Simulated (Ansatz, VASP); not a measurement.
## One calculation of Ti, two programs

File INCAR:

```
SYSTEM = Ti
ALGO = Normal ; DIPOL = 0.5 0.5 0.500
EDIFF = 1E-7 ; ENCUT = 520
GGA = PE ; IDIPOL = 3
ISIF = 2 ; ISMEAR = 0
LASPH = .True. ; LCHARG = .False.
LDIPOL = .True. ; LREAL = .False.
LWAVE = .False. ; NBANDS = 38
NELM = 80 ; PREC = Accurate
SIGMA = 0.1
```

File KPOINTS:

```
k-points
0
Gamma
  12 12 1
  0 0 0
```

POSCAR

```
Ti
1.0
    2.9076478643      0.0000000000      0.0000000000
   -1.4538239322      2.5180969158      0.0000000000
    0.0000000000      0.0000000000     24.4963381590
Ti
5
Direct
    0.6666666667      0.3333333333      0.3061682098
    0.3333333333      0.6666666667      0.4030841049
    0.0000000000      0.0000000000      0.5000000000
    0.6666666667      0.3333333333      0.5969158951
    0.3333333333      0.6666666667      0.6938317902
```

Input for Ansatz:

```yaml
crystal:
  lattice:
    - [2.9076478643, 0.0, 0.0]
    - [-1.4538239322, 2.5180969158, 0.0]
    - [0.0, 0.0, 24.496338159]
  atoms:
    - { symbol: Ti, position: [0.6666666667, 0.3333333333, 0.3061682098] }
    - { symbol: Ti, position: [0.3333333333, 0.6666666667, 0.4030841049] }
    - { symbol: Ti, position: [0.0, 0.0, 0.5] }
    - { symbol: Ti, position: [0.6666666667, 0.3333333333, 0.5969158951] }
    - { symbol: Ti, position: [0.3333333333, 0.6666666667, 0.6938317902] }
basis:
  ecutwfc: 420
kpoints:
  mp_grid: { grid: [12, 12, 1] }
hamiltonian:
  xc: pbe
scf:
  occupations: { method: gaussian, width: 0.1 }
output:
  forces: true
  stress: true
  eigenvalues: true
  write_density: true
  write_potential: true
  elf: true
  volumetric_format: npy
efield:
  axis: 3
  dipole_correction: true
  ramp_width: 0.04
```

Alike in both runs: task single point; functional PBE; k mesh 12 × 12 × 1; occupations gaussian, width 0.1 eV; no spin polarisation.

```csv
,VASP,Ansatz
version,VASP 6.6.1,Ansatz 0.2.0
potentials or method,"VASP PAW PBE potentials, release 64 (Ti_sv), cutoff 520 eV","scalar-relativistic, plane waves, PAW"
valence electrons in the cell,60,60
```

Ansatz gave:

| Item | Value |
| --- | --- |
| gap on the k mesh at the Fermi level (eV) | none |
| rms of the force components (eV/Å) | 0.255 |

Problem. What did VASP give for the same quantities?

Solution. gap on the k mesh at the Fermi level (eV): none; rms of the force components (eV/Å): 0.258.

Atom by atom the forces differ by 0.004 eV/Å (rms over components). A gap of «none» marks a metal or a gap that the smearing closes. Ansatz's warnings: xc potential rough in thin density.
